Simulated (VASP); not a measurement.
# SnH (P4/mmm) in VASP: notebook, part 2 of 2

VASP 6.6.1.

**3. Relaxation of cell and atoms, PBE**

This run uses another cell than the first one, of 15.87 Å³/atom.

INCAR reads:

```
SYSTEM = SnH
ALGO = Normal
EDIFF = 1E-6
EDIFFG = -0.04
ENCUT = 600
GGA = PE
IBRION = 2
ISIF = 3
ISMEAR = 0
LASPH = .True.
LCHARG = .False.
LREAL = .False.
LWAVE = .False.
NELM = 60
NSW = 90
PREC = Accurate
SIGMA = 0.1
```

KPOINTS reads:

```
k-points
0
Gamma
  6 6 4
  0 0 0
```

POSCAR reads:

```
SnH
1.0
    2.8696119800      0.0000000000      0.0000000000
    0.0000000000      2.8696119800      0.0000000000
    0.0000000000      0.0000000000      3.8538057300
Sn H
1 1
Direct
    0.0000000000      0.0000000000      0.0000000000
    0.5000000000      0.5000000000      0.5000000000
```

Potentials or basis: VASP PAW PBE potentials, release 64 (Sn_d, H).

Run with:

```sh
$ cat potpaw_PBE.64/Sn_d/POTCAR potpaw_PBE.64/H/POTCAR > POTCAR
$ mpirun -np 1 vasp_std > vasp.out
```

OUTCAR:

```text
SYSTEM = SnH
   EDIFF = 1E-6
   EDIFFG = -0.04
   ENCUT = 600
   GGA = PE
   IBRION = 2
   ISIF = 3
   ISMEAR = 0
   LASPH = .True.
   LREAL = .False.
   NELM = 60
   NSW = 90
   PREC = Accurate

 ion  position               nearest neighbor table
   1  0.000  0.000  0.000-
   2  0.500  0.500  0.500-

  LATTYP: Found a simple tetragonal cell.
 ALAT       =     2.8696119800
 C/A-ratio  =     1.3429710208

  Lattice vectors:

 A1 = (   2.8696119800,   0.0000000000,   0.0000000000)
 A2 = (   0.0000000000,   2.8696119800,   0.0000000000)
 A3 = (   0.0000000000,   0.0000000000,   3.8538057300)

Analysis of symmetry for initial positions (statically):
=====================================================================
 Subroutine PRICEL returns:
 Original cell was already a primitive cell.

 Routine SETGRP: Setting up the symmetry group for a
 simple tetragonal supercell.

 Subroutine GETGRP returns: Found 16 space group operations
 (whereof 16 operations were pure point group operations)
 out of a pool of 16 trial point group operations.

The static configuration has the point symmetry D_4h.

Analysis of symmetry for dynamics (positions and initial velocities):
=====================================================================
 Subroutine PRICEL returns:
 Original cell was already a primitive cell.

 Routine SETGRP: Setting up the symmetry group for a
 simple tetragonal supercell.

 Subroutine GETGRP returns: Found 16 space group operations
 (whereof 16 operations were pure point group operations)
 out of a pool of 16 trial point group operations.

The dynamic configuration has the point symmetry D_4h.

 Subroutine INISYM returns: Found 16 space group operations
 (whereof 16 operations are pure point group operations),
 and found     1 'primitive' translations

----------------------------------------------------------------------------------------

[... 122 lines left out ...]
   LRPA    =     F    only Hartree local field effects (RPA)
 conjugate gradient relaxation of ions
 non-spin polarized calculation
 Gauss-broadening in eV      SIGMA  =   0.10
  energy-cutoff  :      600.00
  volume of cell :       31.73
 maximum number of plane-waves:      1076
 NGX is ok and might be reduce to    24
   NGX = 11   NGY = 11   NGZ = 15

--------------------------------------- Ionic step        1  -------------------------------------------

 number of electron      15.0000004 magnetization

 Free energy of the ion-electron system (eV)
  ---------------------------------------------------
  ext. energy  EPLUGINS =         0.00000000
  ---------------------------------------------------
  free energy    TOTEN  =        -5.64362098 eV

  energy without entropy =       -5.63890699  energy(sigma->0) =       -5.64126398

------------------------ aborting loop because EDIFF is reached ----------------------------------------

  FORCE on cell =-STRESS in cart. coord.  units (eV):
  Direction    XX          YY          ZZ          XY          YZ          ZX
  --------------------------------------------------------------------------------------
  -------------------------------------------------------------------------------------
  Total        2.2344468      2.2344468     -1.7358955      0.0000000      0.0000000     -0.0000000
  in kB      112.8091754    112.8091754    -87.6391152      0.0000000      0.0000000     -0.0000000
  external PRESSURE =      45.9930785 kB  Pullay stress =       0.0000000 kB
[... 59 lines left out ...]
--------------------------------------- Ionic step        3  -------------------------------------------

 number of electron      14.9999997 magnetization

 E-fermi :   5.8413     XC(G=0):  -9.8258

 val. band max:        5.6565318793   @ k =   0.3333   0.3333   0.2500
 cond. band min:       5.9288709835   @ k =   0.5000   0.3333   0.2500
 fundamental gap:      0.2723391042
 Fermi energy:         5.8412886180

 k-point     1 :       0.0000    0.0000    0.0000
  band No.  band energies     occupation
      1     -15.8553      2.00000
      2     -15.8222      2.00000
      3     -15.5989      2.00000
      4     -15.5989      2.00000
      5     -15.4927      2.00000
      6      -4.6960      2.00000
      7       6.0034      0.02188
      8       7.4261      0.00000
      9      11.3922      0.00000
     10      11.3922      0.00000
     11      13.2939      0.00000
[... 501 lines left out ...]
--------------------------------------- Ionic step        8  -------------------------------------------

 number of electron      15.0000006 magnetization

 Free energy of the ion-electron system (eV)
  ---------------------------------------------------
  ext. energy  EPLUGINS =         0.00000000
  ---------------------------------------------------
  free energy    TOTEN  =        -5.92094660 eV

  energy without entropy =       -5.91695007  energy(sigma->0) =       -5.91894833

 E-fermi :   6.9380     XC(G=0): -10.2967

 val. band max:        6.9259839775   @ k =   0.3333   0.1667   0.5000
 cond. band min:       7.0495159919   @ k =   0.5000   0.3333   0.2500
 fundamental gap:      0.1235320144
 Fermi energy:         6.9380271515

 k-point     1 :       0.0000    0.0000    0.0000
  band No.  band energies     occupation
      1     -14.8171      2.00000
      2     -14.7531      2.00000
      3     -14.4699      2.00000
      4     -14.4699      2.00000
      5     -14.4048      2.00000
      6      -4.2822      2.00000
      7       7.7935      0.00000
      8       9.5714      0.00000
      9      12.3223      0.00000
     10      12.3223      0.00000
     11      14.5242      0.00000
[... 351 lines left out ...]
  FREE ENERGIE OF THE ION-ELECTRON SYSTEM (eV)
  ---------------------------------------------------
  free  energy   TOTEN  =        -5.9209465959 eV

  energy  without entropy=       -5.9169500723  energy(sigma->0) =       -5.91894833

 reached required accuracy - stopping structural energy minimisation
```

OSZICAR:

```text
N       E                     dE             d eps       ncg     rms          rms(c)
DAV:   1     0.797397992186E+02    0.79740E+02   -0.85055E+03   672   0.201E+03
DAV:   2    -0.786795611284E+00   -0.80527E+02   -0.78561E+02   675   0.363E+02
DAV:   3    -0.574577885519E+01   -0.49590E+01   -0.48988E+01   773   0.836E+01
[... 71 lines left out ...]
DAV:   3    -0.592118634388E+01    0.76323E-02   -0.18380E-02   861   0.279E+00    0.835E-02
DAV:   4    -0.592095848074E+01    0.22786E-03   -0.11387E-03   738   0.530E-01    0.243E-02
DAV:   5    -0.592094773951E+01    0.10741E-04   -0.72029E-05   904   0.106E-01    0.953E-03
DAV:   6    -0.592094644742E+01    0.12921E-05   -0.93979E-06   754   0.611E-02    0.417E-03
DAV:   7    -0.592094659589E+01   -0.14847E-06   -0.50140E-07   330   0.157E-02
   8 F= -.59209466E+01 E0= -.59189483E+01  d E =-.169831E-02
```

Run time: 22 s. Hardware: 1 thread of Intel Xeon 6975P-C (Granite Rapids), shared host; peak memory 0.16 GiB.

Results:

```
Free energy                           : -5.9209 eV
Relaxed volume                        : 15.61 Å³/atom
Relaxed cell                          : a = 3.046 Å, b = 3.046 Å, c = 3.364 Å, α = 90.00°, β = 90.00°, γ = 90.00°
Space group after relaxing (to 0.1 Å) : P4/mmm (No. 123)
Energy gained by relaxing             : 138.7 meV/atom
Ionic steps                           : 8
Pressure after relaxing               : 0.0 GPa
Band gap on the k mesh                : zero (an odd number of electrons rules out a gap without spin polarisation)
```

The path:
```tsv
step	energy change (eV)	largest force (eV/Å)	pressure (GPa)	volume (Å³)
1	0.0000	0.0000	4.60	31.73
2	-0.1893	0.0000	-1.69	33.77
3	-0.2114	0.0000	-3.51	34.57
4	-0.2594	0.0000	-2.32	32.90
5	-0.2236	0.0000	2.78	29.58
6	-0.2755	0.0000	-0.98	31.76
7	-0.2756	0.0000	-0.78	31.62
8	-0.2773	0.0000	0.05	31.21
```

Final structure:
```
CELL_PARAMETERS angstrom
3.04616 0.00000 0.00000
0.00000 3.04616 0.00000
0.00000 0.00000 3.36352
ATOMIC_POSITIONS crystal
Sn 0.00000 0.00000 0.00000
H 0.50000 0.50000 0.50000
```

Caveat: the k points lie up to 0.47 Å⁻¹ apart in the final cell, too coarse for converged energies and pressures of a metal; spin-orbit coupling is left out, which moves the levels of the heavy elements; an odd number of electrons without spin polarisation forces a metal; a magnetic or distorted state may lie lower.

**4. Relaxation of cell and atoms, PBE**

INCAR reads:

```
SYSTEM = SnH
  PREC = Accurate
  ENCUT = 600
  EDIFF = 1E-6
  ISMEAR = 0
  SIGMA = 0.1
  LREAL = .FALSE.
  LASPH = .TRUE.
  NELM = 80
  ALGO = Normal
  ISIF = 3
  LWAVE = .FALSE.
  LCHARG = .FALSE.
  GGA = PE
  IBRION = 2
  NSW = 100
  EDIFFG = -0.01
```

KPOINTS reads:

```
regular mesh
0
G
  18 18 16
  0 0 0
```

POSCAR reads:

```
SnH
1.0
    3.0648617629      0.0000000000      0.0000000000
    0.0000000000      3.0648617629      0.0000000000
    0.0000000000      0.0000000000      3.3342003464
Sn H
1 1
Direct
    0.0000000000      0.0000000000      0.0000000000
    0.5000000000      0.5000000000      0.5000000000
```

Run with:

```sh
$ cat potpaw_PBE.64/Sn_d/POTCAR potpaw_PBE.64/H/POTCAR > POTCAR
$ mpirun -np 1 vasp_std > vasp.out
```

It took 3.6 min on 1 thread of Intel Xeon 6975P-C (Granite Rapids), shared host; peak memory 0.35 GiB.

The run converged. Its results:

```yaml
Free_energy: -5.9521 eV
Relaxed_volume: 15.35 Å³/atom
Relaxed_cell: a = 3.128 Å, b = 3.128 Å, c = 3.138 Å, α = 90.00°, β = 90.00°, γ = 90.00°
Space_group_after_relaxing_to_0.1_Å: Pm-3m (No. 221)
Energy_gained_by_relaxing: 10.8 meV/atom
Ionic_steps: 9
Pressure_after_relaxing: 0.1 GPa
Band_gap_on_the_k_mesh: zero (an odd number of electrons rules out a gap without spin polarisation)
```

Step by step:
| step | energy change (eV) | largest force (eV/Å) | pressure (GPa) | volume (Å³) |
| --- | --- | --- | --- | --- |
| 1 | 0.0000 | 0.0000 | -0.49 | 31.32 |
| 2 | -0.0087 | 0.0000 | -0.28 | 31.10 |
| 3 | -0.0176 | 0.0000 | 0.09 | 30.75 |
| 4 | -0.0154 | 0.0000 | 1.43 | 30.00 |
| 5 | -0.0207 | 0.0000 | 0.40 | 30.48 |
| 6 | -0.0208 | 0.0000 | 0.67 | 30.33 |
| 7 | -0.0209 | 0.0000 | 0.59 | 30.38 |
| 8 | -0.0215 | 0.0000 | -0.06 | 30.75 |
| 9 | -0.0216 | 0.0000 | 0.05 | 30.70 |

Final structure:
```xyz
2
Lattice="3.1278 0.0000 0.0000 0.0000 3.1278 0.0000 0.0000 0.0000 3.1377" Properties=species:S:1:pos:R:3 pbc="T T T"
Sn    0.0000    0.0000    0.0000
H     1.5639    1.5639    1.5688
```

Levels at points of the mesh, in eV from the Fermi level:
```tsv
k point	band 5	band 6	band 7	band 8	band 9	band 10
(0.00, 0.00, 0.00)	-21.42	-11.31	1.30	4.41	4.50	4.50
(0.50, 0.00, 0.00)	-21.41	-7.90	-6.50	3.96	7.05	7.15
(0.50, 0.50, 0.00)	-21.32	-4.84	-2.82	-2.49	-2.49	9.63
(0.00, 0.00, 0.50)	-21.41	-7.94	-6.51	4.00	7.11	7.11
(0.50, 0.00, 0.50)	-21.32	-4.89	-2.84	-2.51	-2.48	9.70
(0.50, 0.50, 0.50)	-21.32	-1.56	-1.50	-0.12	-0.12	-0.08
```

Caveat: spin-orbit coupling is left out, which moves the levels of the heavy elements; an odd number of electrons without spin polarisation forces a metal; a magnetic or distorted state may lie lower.

**5. Summary**

| task | cell | k mesh | cutoff (eV) | gap on the mesh (eV) | pressure (GPa) | relaxed volume (Å³/atom) |
| --- | --- | --- | --- | --- | --- | --- |
| single point | a = 3.049, b = 3.049, c = 3.366 Å, 2 atoms | 6 × 6 × 4 | 520 | none | -0.1 | - |
| relaxation of cell and atoms | relaxed from a = 2.870, b = 2.870, c = 3.854 Å, 2 atoms | 6 × 6 × 4 | 600 | none | 0.0 | 15.61 |
| relaxation of cell and atoms | relaxed from a = 3.065, b = 3.065, c = 3.334 Å, 2 atoms | 18 × 18 × 16 | 600 | none | 0.1 | 15.35 |

Alike in all rows: level PBE; potentials or basis VASP PAW PBE potentials, release 64 (Sn_d, H); no spin polarisation; smearing gaussian 0.1 eV.

Caveats: some runs use coarse meshes; spin-orbit coupling is left out, which moves the levels of the heavy elements; an odd number of electrons without spin polarisation forces a metal; a magnetic or distorted state may lie lower.

Absolute energies hang on the potentials; compare differences alone.

The gap in the log of VASP goes by the Fermi energy; the results here count the filled bands.